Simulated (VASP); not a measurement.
# PbSe in VASP: single point with PBE

Aim: the single point of PbSe with PBE.

Program: VASP 6.6.1. These are calculated values, not measurements. Logs are shortened: lines on timing, memory, paths and dates and some standing lists are left out, and cuts for length are marked.

### Step 1. The cell of the first run

The cell holds a slab with vacuum, 4 atoms: a = 4.415 Å, b = 4.415 Å, c = 12.399 Å, α = 100.23°, β = 100.23°, γ = 90.13°.

### Step 2. Single point, PBE (atoms moved at random)

The input, INCAR:

```
SYSTEM = PbSe
ALGO = Normal
EDIFF = 1E-7
ENCUT = 520
GGA = PE
ISIF = 2
ISMEAR = -1
LASPH = .TRUE.
LCHARG = .FALSE.
LREAL = .FALSE.
LWAVE = .FALSE.
NBANDS = 28
NELM = 100
PREC = Accurate
SIGMA = 0.05
```

The input, KPOINTS:

```
k-points
0
G
  6 6 3
  0 0 0
```

The input, POSCAR:

```
PbSe
1.0
    4.4148899595      0.0000000000      0.0000000000
   -0.0103110241      4.4148779187      0.0000000000
   -2.2022894676     -2.2074389594     12.0007990000
Pb Se
2 2
Direct
    0.8147920000      0.8082650000      0.6225630000
    0.1748420000      0.2061310000      0.3816970000
    0.2840420000      0.3305390000      0.6252760000
    0.6798310000      0.6878970000      0.3787530000
```

Potentials or basis: VASP PAW PBE potentials, release 64 (Pb_d, Se).

Started as:

```sh
cat potpaw_PBE.64/Pb_d/POTCAR potpaw_PBE.64/Se/POTCAR > POTCAR
mpirun -np 1 vasp_std > vasp.out
```

OUTCAR:

```text
SYSTEM = PbSe
   EDIFF = 1E-7
   ENCUT = 520
   GGA = PE
   ISIF = 2
   ISMEAR = -1
   LASPH = .TRUE.
   LREAL = .FALSE.
   NELM = 100
   PREC = Accurate

 ion  position               nearest neighbor table
   1  0.815  0.808  0.623-   4 2.93   3 2.96   3 3.09   3 3.16   3 3.29
   2  0.175  0.206  0.382-   3 2.92   4 3.05   4 3.09   4 3.15   4 3.20
   3  0.284  0.331  0.625-   2 2.92   1 2.96   1 3.09   1 3.16   1 3.29
   4  0.680  0.688  0.379-   1 2.93   2 3.05   2 3.09   2 3.15   2 3.20

  LATTYP: Found a face centered orthorhombic cell.
 ALAT       =     6.2363020000
 B/A-ratio  =     1.0023382447
 C/A-ratio  =     3.8486907786

  Lattice vectors:

 A1 = (  -2.2126004917,   2.2074389593,  12.0007990000)
 A2 = (   2.2022894678,   2.2074389593,  12.0007990000)
 A3 = (  -0.0103110241,   4.4148779187,   0.0000000000)

Analysis of symmetry for initial positions (statically):
=====================================================================
 Subroutine PRICEL returns:
 Original cell was already a primitive cell.

 Routine SETGRP: Setting up the symmetry group for a
 face centered orthorhombic supercell.

 Subroutine GETGRP returns: Found  1 space group operations
 (whereof  1 operations were pure point group operations)
 out of a pool of  8 trial point group operations.

The static configuration has the point symmetry C_1 .

Analysis of symmetry for dynamics (positions and initial velocities):
=====================================================================
 Subroutine PRICEL returns:
 Original cell was already a primitive cell.

 Routine SETGRP: Setting up the symmetry group for a
 face centered orthorhombic supercell.

 Subroutine GETGRP returns: Found  1 space group operations
 (whereof  1 operations were pure point group operations)
 out of a pool of  8 trial point group operations.

The dynamic configuration has the point symmetry C_1 .

 Subroutine INISYM returns: Found  1 space group operations
 (whereof  1 operations are pure point group operations),
 and found     1 'primitive' translations

----------------------------------------------------------------------------------------

                                     Primitive cell

  volume of cell :     233.9100

  direct lattice vectors                    reciprocal lattice vectors
     4.414889959  0.000000000  0.000000000     0.226506212  0.000529009  0.041663893
    -0.010311024  4.414877919  0.000000000     0.000000000  0.226506830  0.041663893
    -2.202289468 -2.207438959 12.000799000     0.000000000  0.000000000  0.083327785

  length of vectors
     4.414889959  4.414889959 12.399275878     0.230306804  0.230306804  0.083327785

  position of ions in fractional coordinates (direct lattice)
     0.814792000  0.808265000  0.622563000
     0.174842000  0.206131000  0.381697000
     0.284042000  0.330539000  0.625276000
     0.679831000  0.687897000  0.378753000

  ion indices of the primitive-cell ions
   primitive index   ion index
                 1           1
                 2           2
                 3           3
                 4           4

----------------------------------------------------------------------------------------

 KPOINTS: k-points

Automatic generation of k-mesh.
 Grid dimensions read from file:
 generate k-points for:    6    6    3

 Generating k-lattice:

  Cartesian coordinates                     Fractional coordinates (reciprocal lattice)
     0.037751035  0.000088168  0.006943982     0.166666667  0.000000000  0.000000000
     0.000000000  0.037751138  0.006943982     0.000000000  0.166666667  0.000000000
     0.000000000  0.000000000  0.027775928     0.000000000  0.000000000  0.333333333

  Length of vectors
     0.038384467  0.038384467  0.027775928

  Shift w.r.t. Gamma in fractional coordinates (k-lattice)
     0.000000000  0.000000000  0.000000000

 -----------------------------------------------------------------------------
|                                                                             |
|           W    W    AA    RRRRR   N    N  II  N    N   GGGG   !!!           |
|           W    W   A  A   R    R  NN   N  II  NN   N  G    G  !!!           |
|           W    W  A    A  R    R  N N  N  II  N N  N  G       !!!           |
|           W WW W  AAAAAA  RRRRR   N  N N  II  N  N N  G  GGG   !            |
|           WW  WW  A    A  R   R   N   NN  II  N   NN  G    G                |
|           W    W  A    A  R    R  N    N  II  N    N   GGGG   !!!           |
|                                                                             |
|     Your reciprocal lattice and k-lattice belong to different lattice       |
|     classes:                                                                |
|                                                                             |
|        The reciprocal lattice is body-centered orthorhombic,                |
|        whereas your k-lattice is base-centered monoclinic.                  |
|                                                                             |
|     Results are often still useful ...                                      |
|                                                                             |
 -----------------------------------------------------------------------------

 WARNING: IBZKPT: internal override: KBLOWUP is changed to .FALSE.
      ... skipping the blow-up phase ...

 Subroutine IBZKPT returns following result:
 ===========================================

 Found     56 irreducible k-points:

 Following reciprocal coordinates:
            Coordinates               Weight
  0.000000  0.000000  0.000000      1.000000
  0.166667 -0.000000 -0.000000      2.000000
  0.333333 -0.000000  0.000000      2.000000
  0.500000 -0.000000  0.000000      1.000000
  0.000000  0.166667  0.000000      2.000000
  0.166667  0.166667  0.000000      2.000000
[... 16 lines left out ...]
  0.333333 -0.000000  0.333333      2.000000
  0.500000 -0.000000  0.333333      2.000000
 [... further k-points ...]
   k-points           NKPTS =     56   k-points in BZ     NKDIM =     56   number of bands    NBANDS=     28
   number of dos      NEDOS =    301   number of ions     NIONS =      4
   total plane-waves  NPLWV = 124416
   dimension x,y,z NGX =    36 NGY =   36 NGZ =   96
   dimension x,y,z NGXF=    72 NGYF=   72 NGZF=  192
   ions per type =               2   2
   NGX,Y,Z   is equivalent  to a cutoff of  13.56, 13.56, 12.87 a.u.
   NGXF,Y,Z  is equivalent  to a cutoff of  27.11, 27.11, 25.74 a.u.
 SYSTEM =  PbSe
   PREC   = accura    normal or accurate (medium, high low for compatibility)
   ISTART =      0    job   : 0-new  1-cont  2-samecut
   ICHARG =      2    charge: 1-file 2-atom 10-const
   ISPIN  =      1    spin polarized calculation?
   LNONCOLLINEAR =      F non collinear calculations
   LSORBIT =      F    spin-orbit coupling
   LASPH  =      T    aspherical Exc in radial PAW
   ENCUT  =  520.0 eV  38.22 Ry    6.18 a.u.   8.21  8.21 23.05*2*pi/ulx,y,z
   NELM   =    100;   NELMIN=  2; NELMDL= -5     # of ELM steps
   EDIFF  = 0.1E-06   stopping-criterion for ELM
   LREAL  =      F    real-space projection
   EDIFFG = 0.1E-05   stopping-criterion for IOM
   NSW    =      0    number of steps for IOM
   IBRION =     -1    ionic relax: 0-MD 1-quasi-New 2-CG
   NFREE  =      0    steps in history (QN), initial steepest desc. (CG)
   ISIF   =      2    stress and relaxation
   ISYM   =      2    0-nonsym 1-usesym 2-fastsym
   POTIM  = 0.5000    time-step for ionic-motion
   TEBEG  =    0.0;   TEEND  =   0.0 temperature during run
   PSTRESS=    0.0 pullay stress
   NELECT =      40.0000    total number of electrons
   NUPDOWN=      -1.0000    fix difference up-down
   EMIN   =  10.00;   EMAX   =-10.00  energy-range for DOS
   EFERMI =   0.00;   METHOD = LEGACY
   ISMEAR =    -1;   SIGMA  =   0.05  broadening in eV -4-tet -1-fermi 0-gaus
   EFERMI_NEDOS =   21; number of points for ismear=-14 and -15
   IALGO  =     38    algorithm
   IMIX   =      4    mixing-type and parameters
     AMIX     =   0.40;   BMIX     =  1.00
     AMIX_MAG =   1.60;   BMIX_MAG =  1.00
  volume/ion in A,a.u.               =      58.48       394.63
  Fermi-wavevector in a.u.,A,eV,Ry     =   0.908682  1.717160 11.234370  0.825703
  Thomas-Fermi vector in A             =   2.032637
   LORBIT       =      0    0 simple, 1 ext, 2 COOP (PROOUT), +10 PAW based schemes
   GGA     = PE    functional components
   LHFCALC =     F    Hartree Fock is set to
   AEXX    =    0.0000 exact exchange contribution
   IVDW    =     0    specifies the selected vdW correction
   LEPSILON=     F    determine dielectric tensor
   LRPA    =     F    only Hartree local field effects (RPA)
 non-spin polarized calculation
  energy-cutoff  :      520.00
  volume of cell :      233.91
 maximum number of plane-waves:      6320
 NGX is ok and might be reduce to    36
   NGX = 17   NGY = 17   NGZ = 45

 number of electron      39.9999999 magnetization

 Free energy of the ion-electron system (eV)
  ---------------------------------------------------
  ext. energy  EPLUGINS =         0.00000000
  ---------------------------------------------------
  free energy    TOTEN  =       -16.06238516 eV

  energy without entropy =      -16.06238509  energy(sigma->0) =      -16.06238512

 E-fermi :   0.6050     XC(G=0):  -5.6173

 val. band max:       -0.1533398512   @ k =   0.0000   0.5000   0.0000
 cond. band min:       1.3548296454   @ k =   0.0000   0.5000   0.0000
 fundamental gap:      1.5081694966
 Fermi energy:         0.6049831183

 k-point     1 :       0.0000    0.0000    0.0000
  band No.  band energies     occupation
      1     -16.6076      2.00000
      2     -16.5302      2.00000
      3     -16.5278      2.00000
      4     -16.5214      2.00000
      5     -16.5211      2.00000
      6     -16.5070      2.00000
[... 20 lines left out ...]
     27       5.2522      0.00000
     28       5.4597      0.00000

 k-point     2 :       0.1667   -0.0000   -0.0000
  band No.  band energies     occupation
      1     -16.5977      2.00000
      2     -16.5303      2.00000
      3     -16.5244      2.00000
      4     -16.5220      2.00000
      5     -16.5187      2.00000
      6     -16.5128      2.00000
[... 674 lines left out ...]
 k-point    24 :       0.5000   -0.0000    0.3333
  band No.  band energies     occupation
      1     -16.5613      2.00000
      2     -16.5415      2.00000
      3     -16.5282      2.00000
      4     -16.5246      2.00000
      5     -16.5226      2.00000
      6     -16.5098      2.00000
[... 20 lines left out ...]
     27       5.5098      0.00000
     28       6.0600      0.00000

 [... further k-points ...]

------------------------ aborting loop because EDIFF is reached ----------------------------------------

  FORCE on cell =-STRESS in cart. coord.  units (eV):
  Direction    XX          YY          ZZ          XY          YZ          ZX
  --------------------------------------------------------------------------------------
  -------------------------------------------------------------------------------------
  Total       -0.3226001     -0.3523760     -1.7812613     -0.1211311     -0.1330904      0.1228469
  in kB       -2.2096644     -2.4136161    -12.2008330     -0.8296934     -0.9116087      0.8414453
  external PRESSURE =      -5.6080378 kB  Pullay stress =       0.0000000 kB

 VOLUME and BASIS-vectors are now :
 -----------------------------------------------------------------------------
  energy-cutoff  :      520.00
  volume of cell :      233.91
      direct lattice vectors                 reciprocal lattice vectors
     4.414889959  0.000000000  0.000000000     0.226506212  0.000529009  0.041663893
    -0.010311024  4.414877919  0.000000000     0.000000000  0.226506830  0.041663893
    -2.202289468 -2.207438959 12.000799000     0.000000000  0.000000000  0.083327785

 POSITION                                       TOTAL-FORCE (eV/Angst)
 -----------------------------------------------------------------------------------
      2.21782      2.19412      7.47125        -0.065776      0.050473     -0.350164
     -0.07082      0.06747      4.58067         0.020961     -0.023933      0.345447
     -0.12643      0.07903      7.50381         0.106382     -0.094770     -0.249664
      2.16016      2.20091      4.54534        -0.061567      0.068229      0.254381
 -----------------------------------------------------------------------------------
    total drift:                                0.000117      0.000079     -0.000177

  FREE ENERGIE OF THE ION-ELECTRON SYSTEM (eV)
  ---------------------------------------------------
  free  energy   TOTEN  =       -16.0623851568 eV

  energy  without entropy=      -16.0623850875  energy(sigma->0) =      -16.06238512
```

Run time: 3.7 min. Hardware: 1 thread of Intel Xeon 6975P-C (Granite Rapids), shared host; peak memory 0.53 GiB.

What came out:

| Property | Result |
| --- | --- |
| Free energy | -16.0624 eV |
| Largest force | 0.360 eV/Å |
| Band gap on the k mesh | 1.51 eV, direct |

Forces in eV/Å, atoms in the order of the input:
```
Pb  -0.066  0.050 -0.350
Pb   0.021 -0.024  0.345
Se   0.106 -0.095 -0.250
Se  -0.062  0.068  0.254
```

Caveat: the cell differs from its parent crystal (atoms moved at random); spin-orbit coupling is left out, which moves the levels of the heavy elements.
